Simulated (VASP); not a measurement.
# K3I2Br (P-3m1) in VASP: further runs, part 2 of 2

VASP 6.6.1.

**4. Single point, LDA**

This run uses another cell than the first one, of 32.41 Å³/atom.

Contents of INCAR:

```
PREC = Accurate ; ENCUT = 520
EDIFF = 1E-6 ; ISMEAR = 0
SIGMA = 0.05 ; LREAL = False
LASPH = True ; NELM = 100
ALGO = Normal ; ISIF = 2
LWAVE = False ; LCHARG = False
GGA = CA ; NBANDS = 33
```

Contents of KPOINTS:

```
regular mesh
0
Gamma
  6 6 2
```

Contents of POSCAR:

```
K3I2Br
1.0
    4.5933000000      0.0000000000      0.0000000000
   -2.2966500000      3.9779144872      0.0000000000
    0.0000000000      0.0000000000     10.6426000000
K I Br
3 2 1
Direct
    0.0000000000      0.0000000000      0.5000000000
    0.3333333333      0.6666666667      0.1475822810
    0.6666666667      0.3333333333      0.8524177190
    0.3333333333      0.6666666667      0.6761811855
    0.6666666667      0.3333333333      0.3238188145
    0.0000000000      0.0000000000      0.0000000000
```

Potentials or basis: VASP PAW LDA potentials, release 64 (K_sv, I, Br).

Started as:

```bash
$ cat potpaw_LDA.64/K_sv/POTCAR potpaw_LDA.64/I/POTCAR potpaw_LDA.64/Br/POTCAR > POTCAR
$ mpirun -np 1 vasp_std > vasp.out
```

OUTCAR:

```text
PREC = Accurate
   ENCUT = 520
   EDIFF = 1E-6
   ISMEAR = 0
   LREAL = False
   LASPH = True
   NELM = 100
   ISIF = 2
   GGA = CA

 ion  position               nearest neighbor table
   1  0.000  0.000  0.500-   4 3.25   5 3.25   4 3.25   5 3.25   5 3.25   4 3.25
   2  0.333  0.667  0.148-   6 3.08   6 3.08   6 3.08   5 3.25   5 3.25   5 3.25
   3  0.667  0.333  0.852-   6 3.08   6 3.08   6 3.08   4 3.25   4 3.25   4 3.25
   4  0.333  0.667  0.676-   1 3.25   1 3.25   1 3.25   3 3.25   3 3.25   3 3.25
   5  0.667  0.333  0.324-   1 3.25   1 3.25   1 3.25   2 3.25   2 3.25   2 3.25
   6  0.000  0.000  0.000-   2 3.08   3 3.08   2 3.08   3 3.08   3 3.08   2 3.08

  LATTYP: Found a hexagonal cell.
 ALAT       =     4.5933000000
 C/A-ratio  =     2.3169834324

  Lattice vectors:

 A1 = (   4.5933000000,   0.0000000000,   0.0000000000)
 A2 = (  -2.2966500000,   3.9779144872,   0.0000000000)
 A3 = (   0.0000000000,   0.0000000000,  10.6426000000)

Analysis of symmetry for initial positions (statically):
=====================================================================
 Subroutine PRICEL returns:
 Original cell was already a primitive cell.

 Routine SETGRP: Setting up the symmetry group for a
 hexagonal supercell.

 Subroutine GETGRP returns: Found 12 space group operations
 (whereof 12 operations were pure point group operations)
 out of a pool of 24 trial point group operations.

The static configuration has the point symmetry D_3d.

Analysis of symmetry for dynamics (positions and initial velocities):
=====================================================================
 Subroutine PRICEL returns:
 Original cell was already a primitive cell.

 Routine SETGRP: Setting up the symmetry group for a
 hexagonal supercell.
[... 119 lines left out ...]
   IALGO  =     38    algorithm
   IMIX   =      4    mixing-type and parameters
     AMIX     =   0.40;   BMIX     =  1.00
     AMIX_MAG =   1.60;   BMIX_MAG =  1.00
  volume/ion in A,a.u.               =      32.41       218.71
  Fermi-wavevector in a.u.,A,eV,Ry     =   1.026942  1.940639 14.348838  1.054610
  Thomas-Fermi vector in A             =   2.160861
   LORBIT       =      0    0 simple, 1 ext, 2 COOP (PROOUT), +10 PAW based schemes
   GGA     = CA    functional components
   LHFCALC =     F    Hartree Fock is set to
   AEXX    =    0.0000 exact exchange contribution
   IVDW    =     0    specifies the selected vdW correction
   LEPSILON=     F    determine dielectric tensor
   LRPA    =     F    only Hartree local field effects (RPA)
 non-spin polarized calculation
 Gauss-broadening in eV      SIGMA  =   0.05
  energy-cutoff  :      520.00
  volume of cell :      194.46
 maximum number of plane-waves:      5289
 NGX is ok and might be reduce to    36
   NGX = 17   NGY = 17   NGZ = 39

 number of electron      47.9999999 magnetization

 Free energy of the ion-electron system (eV)
  ---------------------------------------------------
  ext. energy  EPLUGINS =         0.00000000
  ---------------------------------------------------
  free energy    TOTEN  =       -18.86838193 eV

  energy without entropy =      -18.86838193  energy(sigma->0) =      -18.86838193

 E-fermi :   0.8971     XC(G=0):  -8.6984

 val. band max:        0.5890722227   @ k =   0.0000   0.0000   0.0000
 cond. band min:       4.8068753520   @ k =   0.0000   0.0000   0.0000
 fundamental gap:      4.2178031293
 Fermi energy:         0.8970512756

 k-point     1 :       0.0000    0.0000    0.0000
  band No.  band energies     occupation
      1     -27.2163      2.00000
      2     -27.1991      2.00000
      3     -27.1439      2.00000
      4     -12.8493      2.00000
      5     -11.4442      2.00000
      6     -11.1071      2.00000
[... 493 lines left out ...]
     32       8.4707      0.00000
     33       8.4725      0.00000

------------------------ aborting loop because EDIFF is reached ----------------------------------------

  FORCE on cell =-STRESS in cart. coord.  units (eV):
  Direction    XX          YY          ZZ          XY          YZ          ZX
  --------------------------------------------------------------------------------------
  -------------------------------------------------------------------------------------
  Total        3.9222902      3.9222902      4.1530855      0.0000000      0.0000000      0.0000000
  in kB       32.3163509     32.3163509     34.2179084      0.0000000      0.0000000      0.0000000
  external PRESSURE =      32.9502034 kB  Pullay stress =       0.0000000 kB

 VOLUME and BASIS-vectors are now :
 -----------------------------------------------------------------------------
  energy-cutoff  :      520.00
  volume of cell :      194.46
      direct lattice vectors                 reciprocal lattice vectors
     4.593300000  0.000000000  0.000000000     0.217708401  0.125694004  0.000000000
    -2.296650000  3.977914487  0.000000000     0.000000000  0.251388008  0.000000000
     0.000000000  0.000000000 10.642600000     0.000000000  0.000000000  0.093962002

 POSITION                                       TOTAL-FORCE (eV/Angst)
 -----------------------------------------------------------------------------------
      0.00000      0.00000      5.32130         0.000000      0.000000      0.000000
     -0.00000      2.65194      1.57066         0.000000     -0.000000     -0.000092
      2.29665      1.32597      9.07194        -0.000000      0.000000      0.000092
     -0.00000      2.65194      7.19633        -0.000000     -0.000000     -0.000549
      2.29665      1.32597      3.44627         0.000000      0.000000      0.000549
      0.00000      0.00000      0.00000         0.000000      0.000000      0.000000
 -----------------------------------------------------------------------------------
    total drift:                                0.000000     -0.000000     -0.000000

  FREE ENERGIE OF THE ION-ELECTRON SYSTEM (eV)
  ---------------------------------------------------
  free  energy   TOTEN  =       -18.8683819305 eV

  energy  without entropy=      -18.8683819305  energy(sigma->0) =      -18.86838193
```

stdout:

```text
POSCAR found type information on POSCAR K I Br
 POSCAR found :  3 types and       6 ions
 scaLAPACK will be used
 LDA part: xc-table for (Slater(with rela. corr.)+CA(PZ))
 , standard interpolation
 POSCAR, INCAR and KPOINTS ok, starting setup
 FFT: planning ... GRIDC
 FFT: planning ... GRID_SOFT
 FFT: planning ... GRID
 WAVECAR not read
 entering main loop
```

It took 2.3 min on 1 thread of Intel Xeon 8259CL, shared host; peak memory 0.29 GiB.

Results:

```
Free energy            : -18.8684 eV
Pressure               : 3.3 GPa
Band gap on the k mesh : 4.22 eV
```

Levels at points of the mesh, in eV from the valence-band top:
```
           k point  band 20  band 21  band 22  band 23  band 24  band 25  band 26  band 27  band 28  band 29
(0.00, 0.00, 0.00)    -0.40    -0.40    -0.05     0.00     0.00     4.22     5.43     5.53     6.10     6.10
(0.50, 0.00, 0.00)    -1.00    -0.71    -0.52    -0.50    -0.46     4.30     5.84     5.95     6.39     7.14
(0.00, 0.00, 0.50)    -0.61    -0.32    -0.32    -0.08    -0.08     4.93     5.17     5.61     6.12     6.46
(0.50, 0.00, 0.50)    -1.12    -0.72    -0.58    -0.51    -0.46     4.87     4.96     5.71     6.77     7.22
```

Caveat: the cell stands under pressure; spin-orbit coupling is left out, which moves the levels of the heavy elements.

**5. The runs side by side**

```csv
cell,gap on the mesh (eV),pressure (GPa)
"a = 4.476, b = 4.475, c = 10.643 Å, angles 90.0, 90.0, 120.0°, 6 atoms, atomic positions A",4.11,5.2
"a = 4.476, b = 4.475, c = 11.105 Å, angles 90.0, 90.0, 120.0°, 6 atoms, atomic positions B",4.13,3.7
"a = 4.593, b = 4.593, c = 10.643 Å, angles 90.0, 90.0, 120.0°, 6 atoms, atomic positions C",4.22,3.3
```

Alike in all rows: task single point; level LDA; potentials or basis VASP PAW LDA potentials, release 64 (K_sv, I, Br); no spin polarisation; k mesh 6 × 6 × 2; cutoff (eV) 520; smearing gaussian 0.05 eV.

Caveats: the cell stands under pressure; spin-orbit coupling is left out, which moves the levels of the heavy elements.

Absolute energies hang on the potentials; compare differences alone.
